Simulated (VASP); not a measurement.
A run of VASP 6.6.1:

File INCAR:

```
ALGO     = Fast           # electronic algorithm
EDIFF    = 1E-6           # SCF threshold, eV
ENCUT    = 520            # plane-wave cutoff, eV
ISIF     = 2              # what is computed and relaxed
ISMEAR   = 0              # smearing method
LASPH    = True           # aspherical terms in the spheres
LCHARG   = False          # write CHGCAR
LREAL    = False          # projectors in reciprocal space
LWAVE    = False          # write WAVECAR
NBANDS   = 13             # bands
NELM     = 80             # most SCF steps
PREC     = Accurate       # precision mode
SIGMA    = 0.15           # smearing width, eV
```

KPOINTS

```
k-points
0
Gamma
  22 22 22
```

POSCAR

```
W
1.0
    0.0000000000      1.9101063466      2.0109599617
    1.9101063466      0.0000000000      2.0109599617
    1.9101063466      1.9101063466      0.0000000000
W
1
Direct
    0.0000000000      0.0000000000      0.0000000000
```

Potentials or basis: VASP PAW LDA potentials, release 64 (W_sv).

Command:

```console
$ cat potpaw_LDA.64/W_sv/POTCAR > POTCAR
$ mpirun -np 1 vasp_std > vasp.out
```

Hardware: 1 thread of Intel(R) Xeon(R) 6975P-C (Granite Rapids), with other jobs on the host.

Q: Estimate the wall time of this run.

A: Wall time 110 s on 1 thread of Intel(R) Xeon(R) 6975P-C (Granite Rapids), on a shared host, peak memory 0.25 GiB. Counts: scf iterations 13, k points 834.
